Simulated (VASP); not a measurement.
# ScSbS3 (P4mm) in VASP: a series of runs

ScSbS3 is run at these levels: PBE; tasks: single point, relaxation of cell and atoms.

Everything below comes from runs of VASP 6.6.1. Logs are shortened: lines on timing, memory, paths and dates and some standing lists are left out, and cuts for length are marked.

**1. The cell of the first run**

It takes space group P4mm (No. 99, tetragonal). The conventional cell has a = 4.477 Å, b = 4.477 Å, c = 5.665 Å, α = 90.00°, β = 90.00°, γ = 90.00°. Sc (site symmetry 4mm) has 12 S at 3.22 to 3.61 Å and 4 Sb at 3.70 Å within 4.2 Å. Sb (site symmetry 4mm) has 6 S at 2.42 to 3.15 Å within 3.2 Å. S (site symmetry 4mm) has 2 Sb at 2.51 to 3.15 Å and 4 S at 3.16 Å and 4 Sc at 3.22 Å within 3.3 Å. Within 3.2 Å of S (site symmetry 2mm) lie 2 Sb at 2.42 Å and 6 S at 3.16 to 3.17 Å.

**2. Single point, PBE**

Contents of INCAR:

```
PREC = Accurate ; ENCUT = 520
EDIFF = 1E-6 ; ISMEAR = 0
SIGMA = 0.1 ; LREAL = F
LASPH = T ; NELM = 60
ALGO = Normal ; ISIF = 2
LWAVE = F ; LCHARG = F
GGA = PE ; NBANDS = 25
```

Contents of KPOINTS:

```
regular mesh
0
Gamma
  4 4 4
```

Contents of POSCAR:

```
ScSbS3
1.0
    4.4766106000      0.0000000000      0.0000000000
    0.0000000000      4.4766106000      0.0000000000
    0.0000000000      0.0000000000      5.6645004000
Sc Sb S
1 1 3
Direct
    0.0000000000      0.0000000000      0.0000000000
    0.5000000000      0.5000000000      0.6620000000
    0.5000000000      0.5000000000      0.1059000000
    0.0000000000      0.5000000000      0.5000000000
    0.5000000000      0.0000000000      0.5000000000
```

Potentials or basis: VASP PAW PBE potentials, release 64 (Sc_sv, Sb, S).

Run with:

```console
$ cat potpaw_PBE.64/Sc_sv/POTCAR potpaw_PBE.64/Sb/POTCAR potpaw_PBE.64/S/POTCAR > POTCAR
$ mpirun -np 1 vasp_std > vasp.out
```

OUTCAR:

```text
PREC = Accurate
   ENCUT = 520
   EDIFF = 1E-6
   ISMEAR = 0
   LREAL = F
   LASPH = T
   NELM = 60
   ISIF = 2
   GGA = PE

 ion  position               nearest neighbor table
   1  0.000  0.000  0.000-
   2  0.500  0.500  0.662-   4 2.42   5 2.42   5 2.42   4 2.42   3 2.51   3 3.15
   3  0.500  0.500  0.106-   2 2.51   2 3.15
   4  0.000  0.500  0.500-   2 2.42   2 2.42
   5  0.500  0.000  0.500-   2 2.42   2 2.42

  LATTYP: Found a simple tetragonal cell.
 ALAT       =     4.4766106000
 C/A-ratio  =     1.2653547307

  Lattice vectors:

 A1 = (   4.4766106000,   0.0000000000,   0.0000000000)
 A2 = (   0.0000000000,   4.4766106000,   0.0000000000)
 A3 = (   0.0000000000,   0.0000000000,   5.6645004000)

Analysis of symmetry for initial positions (statically):
=====================================================================
 Subroutine PRICEL returns:
 Original cell was already a primitive cell.

 Routine SETGRP: Setting up the symmetry group for a
 simple tetragonal supercell.

 Subroutine GETGRP returns: Found  8 space group operations
 (whereof  8 operations were pure point group operations)
 out of a pool of 16 trial point group operations.

The static configuration has the point symmetry C_4v.

Analysis of symmetry for dynamics (positions and initial velocities):
=====================================================================
 Subroutine PRICEL returns:
 Original cell was already a primitive cell.

 Routine SETGRP: Setting up the symmetry group for a
 simple tetragonal supercell.

 Subroutine GETGRP returns: Found  8 space group operations
 (whereof  8 operations were pure point group operations)
 out of a pool of 16 trial point group operations.

The dynamic configuration has the point symmetry C_4v.

 Subroutine INISYM returns: Found  8 space group operations
 (whereof  8 operations are pure point group operations),
 and found     1 'primitive' translations

----------------------------------------------------------------------------------------

                                     Primitive cell

  volume of cell :     113.5168

  direct lattice vectors                    reciprocal lattice vectors
     4.476610600  0.000000000  0.000000000     0.223383289  0.000000000  0.000000000
     0.000000000  4.476610600  0.000000000     0.000000000  0.223383289  0.000000000
     0.000000000  0.000000000  5.664500400     0.000000000  0.000000000  0.176538076

  length of vectors
     4.476610600  4.476610600  5.664500400     0.223383289  0.223383289  0.176538076

  position of ions in fractional coordinates (direct lattice)
     0.000000000  0.000000000  0.000000000
     0.500000000  0.500000000  0.662000000
     0.500000000  0.500000000  0.105900000
     0.000000000  0.500000000  0.500000000
     0.500000000  0.000000000  0.500000000

  ion indices of the primitive-cell ions
   primitive index   ion index
                 1           1
                 2           2
                 3           3
                 4           4
                 5           5

----------------------------------------------------------------------------------------

 KPOINTS: regular mesh

Automatic generation of k-mesh.
 Grid dimensions read from file:
 generate k-points for:    4    4    4

 Generating k-lattice:

  Cartesian coordinates                     Fractional coordinates (reciprocal lattice)
     0.055845822  0.000000000  0.000000000     0.250000000  0.000000000  0.000000000
     0.000000000  0.055845822  0.000000000     0.000000000  0.250000000  0.000000000
     0.000000000  0.000000000  0.044134519     0.000000000  0.000000000  0.250000000

  Length of vectors
     0.055845822  0.055845822  0.044134519

  Shift w.r.t. Gamma in fractional coordinates (k-lattice)
     0.000000000  0.000000000  0.000000000

 Subroutine IBZKPT returns following result:
 ===========================================

 Found     18 irreducible k-points:

 Following reciprocal coordinates:
            Coordinates               Weight
  0.000000  0.000000  0.000000      1.000000
  0.250000  0.000000  0.000000      4.000000
  0.500000  0.000000  0.000000      2.000000
  0.250000  0.250000  0.000000      4.000000
  0.500000  0.250000  0.000000      4.000000
  0.500000  0.500000  0.000000      1.000000
[... 10 lines left out ...]
  0.500000  0.250000  0.500000      4.000000
  0.500000  0.500000  0.500000      1.000000
   k-points           NKPTS =     18   k-points in BZ     NKDIM =     18   number of bands    NBANDS=     25
   number of dos      NEDOS =    301   number of ions     NIONS =      5
   total plane-waves  NPLWV =  54432
   dimension x,y,z NGX =    36 NGY =   36 NGZ =   42
   dimension x,y,z NGXF=    72 NGYF=   72 NGZF=   84
   ions per type =               1   1   3
   NGX,Y,Z   is equivalent  to a cutoff of  13.37, 13.37, 12.33 a.u.
   NGXF,Y,Z  is equivalent  to a cutoff of  26.74, 26.74, 24.65 a.u.
 SYSTEM =  unknown system
   PREC   = accura    normal or accurate (medium, high low for compatibility)
   ISTART =      0    job   : 0-new  1-cont  2-samecut
   ICHARG =      2    charge: 1-file 2-atom 10-const
   ISPIN  =      1    spin polarized calculation?
   LNONCOLLINEAR =      F non collinear calculations
   LSORBIT =      F    spin-orbit coupling
   LASPH  =      T    aspherical Exc in radial PAW
   ENCUT  =  520.0 eV  38.22 Ry    6.18 a.u.   8.32  8.32 10.53*2*pi/ulx,y,z
   NELM   =     60;   NELMIN=  2; NELMDL= -5     # of ELM steps
   EDIFF  = 0.1E-05   stopping-criterion for ELM
   LREAL  =      F    real-space projection
   EDIFFG = 0.1E-04   stopping-criterion for IOM
   NSW    =      0    number of steps for IOM
   IBRION =     -1    ionic relax: 0-MD 1-quasi-New 2-CG
   NFREE  =      0    steps in history (QN), initial steepest desc. (CG)
   ISIF   =      2    stress and relaxation
   ISYM   =      2    0-nonsym 1-usesym 2-fastsym
   POTIM  = 0.5000    time-step for ionic-motion
   TEBEG  =    0.0;   TEEND  =   0.0 temperature during run
   PSTRESS=    0.0 pullay stress
   NELECT =      34.0000    total number of electrons
   NUPDOWN=      -1.0000    fix difference up-down
   EMIN   =  10.00;   EMAX   =-10.00  energy-range for DOS
   EFERMI =   0.00;   METHOD = LEGACY
   ISMEAR =     0;   SIGMA  =   0.10  broadening in eV -4-tet -1-fermi 0-gaus
   EFERMI_NEDOS =   21; number of points for ismear=-14 and -15
   IALGO  =     38    algorithm
   IMIX   =      4    mixing-type and parameters
     AMIX     =   0.40;   BMIX     =  1.00
     AMIX_MAG =   1.60;   BMIX_MAG =  1.00
  volume/ion in A,a.u.               =      22.70       153.21
  Fermi-wavevector in a.u.,A,eV,Ry     =   1.095337  2.069887 16.323766  1.199763
  Thomas-Fermi vector in A             =   2.231659
   LORBIT       =      0    0 simple, 1 ext, 2 COOP (PROOUT), +10 PAW based schemes
   GGA     = PE    functional components
   LHFCALC =     F    Hartree Fock is set to
   AEXX    =    0.0000 exact exchange contribution
   IVDW    =     0    specifies the selected vdW correction
   LEPSILON=     F    determine dielectric tensor
   LRPA    =     F    only Hartree local field effects (RPA)
 non-spin polarized calculation
 Gauss-broadening in eV      SIGMA  =   0.10
  energy-cutoff  :      520.00
  volume of cell :      113.52
 maximum number of plane-waves:      3089
 NGX is ok and might be reduce to    36
   NGX = 17   NGY = 17   NGZ = 21

 number of electron      33.9999999 magnetization

 Free energy of the ion-electron system (eV)
  ---------------------------------------------------
  ext. energy  EPLUGINS =         0.00000000
  ---------------------------------------------------
  free energy    TOTEN  =       -21.86996662 eV

  energy without entropy =      -21.83569726  energy(sigma->0) =      -21.85283194

 E-fermi :   6.1492     XC(G=0):  -9.6629

 val. band max:        6.1462691521   @ k =   0.2500   0.0000   0.5000
 cond. band min:       6.1542103809   @ k =   0.5000   0.0000   0.5000
 fundamental gap:      0.0079412288
 Fermi energy:         6.1492157021

 k-point     1 :       0.0000    0.0000    0.0000
  band No.  band energies     occupation
      1     -45.5471      2.00000
      2     -24.1960      2.00000
      3     -24.0868      2.00000
      4     -24.0868      2.00000
      5      -9.6836      2.00000
      6      -6.9564      2.00000
[... 17 lines left out ...]
     24       8.8989      0.00000
     25       8.8989      0.00000

 k-point     2 :       0.2500    0.0000    0.0000
  band No.  band energies     occupation
      1     -45.5470      2.00000
      2     -24.1957      2.00000
      3     -24.0897      2.00000
      4     -24.0865      2.00000
      5      -9.3648      2.00000
      6      -6.9639      2.00000
[... 17 lines left out ...]
     24       8.8564      0.00000
     25       9.1159      0.00000

 k-point     3 :       0.5000    0.0000    0.0000
  band No.  band energies     occupation
      1     -45.5469      2.00000
      2     -24.1955      2.00000
      3     -24.0927      2.00000
      4     -24.0862      2.00000
      5      -8.8400      2.00000
      6      -7.4398      2.00000
[... 17 lines left out ...]
     24       8.9622      0.00000
     25       9.0389      0.00000

 k-point     4 :       0.2500    0.2500    0.0000
  band No.  band energies     occupation
      1     -45.5469      2.00000
      2     -24.1955      2.00000
      3     -24.0895      2.00000
      4     -24.0893      2.00000
      5      -9.0437      2.00000
      6      -6.9468      2.00000
[... 17 lines left out ...]
     24       8.8235      0.00000
     25       9.6843      0.00000

 k-point     5 :       0.5000    0.2500    0.0000
  band No.  band energies     occupation
      1     -45.5468      2.00000
      2     -24.1952      2.00000
      3     -24.0922      2.00000
      4     -24.0890      2.00000
      5      -8.4985      2.00000
      6      -7.3816      2.00000
[... 17 lines left out ...]
     24       9.1007      0.00000
     25       9.5573      0.00000

 k-point     6 :       0.5000    0.5000    0.0000
  band No.  band energies     occupation
      1     -45.5467      2.00000
      2     -24.1950      2.00000
      3     -24.0918      2.00000
      4     -24.0918      2.00000
      5      -7.8359      2.00000
      6      -7.3213      2.00000
[... 17 lines left out ...]
     24       8.8550      0.00000
     25       9.6829      0.00000
[... 225 lines left out ...]
 k-point    15 :       0.5000    0.0000    0.5000
  band No.  band energies     occupation
      1     -45.5469      2.00000
      2     -24.1957      2.00000
      3     -24.0927      2.00000
      4     -24.0862      2.00000
      5      -8.4170      2.00000
      6      -7.5108      2.00000
[... 17 lines left out ...]
     24       8.9818      0.00000
     25       9.9769      0.00000

 k-point    16 :       0.2500    0.2500    0.5000
  band No.  band energies     occupation
      1     -45.5469      2.00000
      2     -24.1957      2.00000
      3     -24.0894      2.00000
      4     -24.0892      2.00000
      5      -8.7083      2.00000
      6      -7.5350      2.00000
[... 17 lines left out ...]
     24       8.1525      0.00000
     25       9.9555      0.00000

 k-point    17 :       0.5000    0.2500    0.5000
  band No.  band energies     occupation
      1     -45.5468      2.00000
      2     -24.1954      2.00000
      3     -24.0922      2.00000
      4     -24.0889      2.00000
      5      -8.0315      2.00000
      6      -7.4731      2.00000
[... 17 lines left out ...]
     24       8.7337      0.00000
     25       8.9350      0.00000

 k-point    18 :       0.5000    0.5000    0.5000
  band No.  band energies     occupation
      1     -45.5467      2.00000
      2     -24.1952      2.00000
      3     -24.0917      2.00000
      4     -24.0917      2.00000
      5      -7.4507      2.00000
      6      -7.3072      2.00000
[... 17 lines left out ...]
     24       8.8374      0.00000
     25       8.8374      0.00000

------------------------ aborting loop because EDIFF is reached ----------------------------------------

  FORCE on cell =-STRESS in cart. coord.  units (eV):
  Direction    XX          YY          ZZ          XY          YZ          ZX
  --------------------------------------------------------------------------------------
  -------------------------------------------------------------------------------------
  Total        6.1848161      6.1848161     -1.9277454      0.0000000      0.0000000      0.0000000
  in kB       87.2925392     87.2925392    -27.2082124      0.0000000      0.0000000      0.0000000
  external PRESSURE =      49.1256220 kB  Pullay stress =       0.0000000 kB

 VOLUME and BASIS-vectors are now :
 -----------------------------------------------------------------------------
  energy-cutoff  :      520.00
  volume of cell :      113.52
      direct lattice vectors                 reciprocal lattice vectors
     4.476610600  0.000000000  0.000000000     0.223383289  0.000000000  0.000000000
     0.000000000  4.476610600  0.000000000     0.000000000  0.223383289  0.000000000
     0.000000000  0.000000000  5.664500400     0.000000000  0.000000000  0.176538076

 POSITION                                       TOTAL-FORCE (eV/Angst)
 -----------------------------------------------------------------------------------
      0.00000      0.00000      0.00000         0.000000      0.000000      0.543291
      2.23831      2.23831      3.74990         0.000000     -0.000000      0.191131
      2.23831      2.23831      0.59987         0.000000      0.000000     -0.965630
      0.00000      2.23831      2.83225         0.000000     -0.000000      0.115604
      2.23831      0.00000      2.83225        -0.000000      0.000000      0.115604
 -----------------------------------------------------------------------------------
    total drift:                               -0.000000      0.000000      0.001037

  FREE ENERGIE OF THE ION-ELECTRON SYSTEM (eV)
  ---------------------------------------------------
  free  energy   TOTEN  =       -21.8699666175 eV

  energy  without entropy=      -21.8356972581  energy(sigma->0) =      -21.85283194
```

Wall time 50 s (1 thread of Intel Xeon Platinum 8259CL at 2.50GHz (Skylake/Cascade Lake), shared host); peak memory 0.25 GiB.

What came out:

| Quantity | Value |
| --- | --- |
| Free energy | -21.8700 eV |
| Pressure | 4.9 GPa |
| Largest force | 0.966 eV/Å |
| Band gap on the k mesh | zero (band 17 reaches 6.61 eV, above the bottom of band 18 at 5.61 eV) |

Forces in eV/Å, atoms in the order of the input:
```
Sc   0.000  0.000  0.543
Sb   0.000  0.000  0.191
S    0.000  0.000 -0.966
S    0.000  0.000  0.116
S    0.000  0.000  0.116
```

Caveat: spin-orbit coupling is left out, which moves the levels of the heavy elements.

**3. Single point, PBE**

This run uses another cell than the first one, of 27.98 Å³/atom, 1.232 times its volume.

Contents of INCAR:

```
SYSTEM = ScSbS3
PREC = Accurate
ENCUT = 520
EDIFF = 1E-6
ISMEAR = 0
SIGMA = 0.1
LREAL = .False.
LASPH = .True.
NELM = 100
ALGO = Normal
ISIF = 2
LWAVE = .False.
LCHARG = .False.
GGA = PE
NBANDS = 25
```

Contents of KPOINTS:

```
regular mesh
0
Gamma
  4 4 4
  0 0 0
```

Contents of POSCAR:

```
ScSbS3
1.0
    4.6526394640      0.0000000000      0.0000000000
    0.0000000000      4.6526394640      0.0000000000
    0.0000000000      0.0000000000      6.4629876088
Sc Sb S
1 1 3
Direct
    0.0000000000      0.0000000000      0.2617349205
    0.5000000000      0.5000000000      0.6365841792
    0.5000000000      0.5000000000      0.0138640824
    0.0000000000      0.5000000000      0.4278584090
    0.5000000000      0.0000000000      0.4278584090
```

Potentials or basis: VASP PAW PBE potentials, release 64 (Sc_sv, Sb, S).

Run with:

```console
$ cat potpaw_PBE.64/Sc_sv/POTCAR potpaw_PBE.64/Sb/POTCAR potpaw_PBE.64/S/POTCAR > POTCAR
$ mpirun -np 1 vasp_std > vasp.out
```

Run time: 53 s. Hardware: 1 thread of Intel Xeon Platinum 8259CL at 2.50GHz (Skylake/Cascade Lake), shared host; peak memory 0.27 GiB.

It converged, with:

| Property | Result |
| --- | --- |
| Free energy | -25.8158 eV |
| Pressure | 0.1 GPa |
| Largest force | 0.046 eV/Å |
| Band gap on the k mesh | 0.52 eV, direct |

Forces in eV/Å, atoms in the order of the input:
```
Sc   0.000  0.000 -0.038
Sb   0.000  0.000 -0.046
S    0.000  0.000  0.025
S    0.000  0.000  0.029
S    0.000  0.000  0.029
```

Stress tensor (GPa, compression positive):
```
-0.01  0.00  0.00
 0.00 -0.01  0.00
 0.00  0.00  0.21
```

Levels at points of the mesh, in eV from the valence-band top:
```
           k point  band 14  band 15  band 16  band 17  band 18  band 19  band 20  band 21
(0.00, 0.00, 0.00)    -2.50    -2.50    -1.49    -1.49     0.67     0.71     1.50     1.50
(0.50, 0.00, 0.00)    -2.66    -2.47    -1.50    -0.23     0.56     0.76     1.35     1.68
(0.50, 0.50, 0.00)    -2.66    -2.45    -1.08     0.00     0.52     1.15     1.15     1.81
(0.00, 0.00, 0.50)    -2.35    -2.01    -2.01    -1.43     0.68     0.94     1.85     1.93
(0.50, 0.00, 0.50)    -3.37    -2.03    -1.80    -0.17     0.82     0.93     1.11     1.30
(0.50, 0.50, 0.50)    -1.89    -1.71    -1.71    -1.08     0.65     0.79     0.79     1.87
```

Caveat: spin-orbit coupling is left out, which moves the levels of the heavy elements.

(Part 1 of 2 ends here.)
